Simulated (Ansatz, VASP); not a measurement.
TiN in VASP and in Ansatz

Contents of INCAR:

```
SYSTEM = TiN
  ALGO = Normal
  EDIFF = 1E-6
  ENCUT = 600
  GGA = PE
  GGA_COMPAT = .FALSE.
  ISIF = 2
  ISMEAR = 1
  LASPH = .TRUE.
  LCHARG = .FALSE.
  LREAL = Auto
  LWAVE = .FALSE.
  NBANDS = 158
  NELM = 120
  PREC = Accurate
  SIGMA = 0.1
```

The input KPOINTS:

```
k-points
0
G
  2 2 2
  0 0 0
```

File POSCAR:

```
TiN
1.0
   -4.2465873411      4.2465873411      4.2465873411
    4.2465873411     -4.2465873411      4.2465873411
    4.2465873411      4.2465873411     -4.2465873411
Ti N
16 16
Direct
    0.0000000000      0.0000000000      0.0000000000
    0.0000000000      0.2500000000      0.7500000000
    0.0000000000      0.5000000000      0.5000000000
    0.0000000000      0.7500000000      0.2500000000
    0.2500000000      0.0000000000      0.7500000000
    0.2500000000      0.2500000000      0.5000000000
    0.2500000000      0.5000000000      0.2500000000
    0.2500000000      0.7500000000      0.0000000000
    0.5000000000      0.0000000000      0.5000000000
    0.5000000000      0.2500000000      0.2500000000
    0.5000000000      0.5000000000      0.0000000000
    0.5000000000      0.7500000000      0.7500000000
    0.7500000000      0.0000000000      0.2500000000
    0.7500000000      0.2500000000      0.0000000000
    0.7500000000      0.5000000000      0.7500000000
    0.7500000000      0.7500000000      0.5000000000
    0.0000000000      0.0000000000      0.5000000000
    0.0000000000      0.2500000000      0.2500000000
    0.0000000000      0.5000000000      0.0000000000
    0.0000000000      0.7500000000      0.7500000000
    0.2500000000      0.0000000000      0.2500000000
    0.2500000000      0.2500000000      0.0000000000
    0.2500000000      0.5000000000      0.7500000000
    0.2500000000      0.7500000000      0.5000000000
    0.5000000000      0.0000000000      0.0000000000
    0.5000000000      0.2500000000      0.7500000000
    0.5000000000      0.5000000000      0.5000000000
    0.5000000000      0.7500000000      0.2500000000
    0.7500000000      0.0000000000      0.7500000000
    0.7500000000      0.2500000000      0.5000000000
    0.7500000000      0.5000000000      0.2500000000
    0.7500000000      0.7500000000      0.0000000000
```

Input for Ansatz:

```yaml
crystal:
  lattice:
    - [-4.2465873411, 4.2465873411, 4.2465873411]
    - [4.2465873411, -4.2465873411, 4.2465873411]
    - [4.2465873411, 4.2465873411, -4.2465873411]
  atoms:
    - { symbol: Ti, position: [0.0, 0.0, 0.0] }
    - { symbol: Ti, position: [0.0, 0.25, 0.75] }
    - { symbol: Ti, position: [0.0, 0.5, 0.5] }
    - { symbol: Ti, position: [0.0, 0.75, 0.25] }
    - { symbol: Ti, position: [0.25, 0.0, 0.75] }
    - { symbol: Ti, position: [0.25, 0.25, 0.5] }
    - { symbol: Ti, position: [0.25, 0.5, 0.25] }
    - { symbol: Ti, position: [0.25, 0.75, 0.0] }
    - { symbol: Ti, position: [0.5, 0.0, 0.5] }
    - { symbol: Ti, position: [0.5, 0.25, 0.25] }
    - { symbol: Ti, position: [0.5, 0.5, 0.0] }
    - { symbol: Ti, position: [0.5, 0.75, 0.75] }
    - { symbol: Ti, position: [0.75, 0.0, 0.25] }
    - { symbol: Ti, position: [0.75, 0.25, 0.0] }
    - { symbol: Ti, position: [0.75, 0.5, 0.75] }
    - { symbol: Ti, position: [0.75, 0.75, 0.5] }
    - { symbol: "N", position: [0.0, 0.0, 0.5] }
    - { symbol: "N", position: [0.0, 0.25, 0.25] }
    - { symbol: "N", position: [0.0, 0.5, 0.0] }
    - { symbol: "N", position: [0.0, 0.75, 0.75] }
    - { symbol: "N", position: [0.25, 0.0, 0.25] }
    - { symbol: "N", position: [0.25, 0.25, 0.0] }
    - { symbol: "N", position: [0.25, 0.5, 0.75] }
    - { symbol: "N", position: [0.25, 0.75, 0.5] }
    - { symbol: "N", position: [0.5, 0.0, 0.0] }
    - { symbol: "N", position: [0.5, 0.25, 0.75] }
    - { symbol: "N", position: [0.5, 0.5, 0.5] }
    - { symbol: "N", position: [0.5, 0.75, 0.25] }
    - { symbol: "N", position: [0.75, 0.0, 0.75] }
    - { symbol: "N", position: [0.75, 0.25, 0.5] }
    - { symbol: "N", position: [0.75, 0.5, 0.25] }
    - { symbol: "N", position: [0.75, 0.75, 0.0] }
basis:
  ecutwfc: 420
  xc_grid: 2
hamiltonian:
  xc: pbe
  pseudopotentials: { kind: paw, azcp: { folder: soft_1 } }
kpoints:
  mp_grid: { grid: [2, 2, 2] }
scf:
  occupations: { method: methfessel_paxton, width: 0.1 }
  max_iter: 120
output:
  forces: true
  stress: true
```

Alike in both runs: task single point; functional PBE; k mesh 2 × 2 × 2; occupations methfessel-paxton of order 1, width 0.1 eV; no spin polarisation.

|  | VASP | Ansatz |
| --- | --- | --- |
| version | VASP 6.6.1 | Ansatz 0.2.0 |
| potentials or method | VASP PAW PBE potentials, release 64 (Ti_sv, N), cutoff 600 eV | plane-wave PAW DFT |
| valence electrons in the cell | 272 | 272 |

|  | VASP | Ansatz | Ansatz less VASP |
| --- | --- | --- | --- |
| pressure (GPa) | 0.7 | 0.3 | -0.40 |

The k mesh is coarse, so the values compare programs but aren't converged.
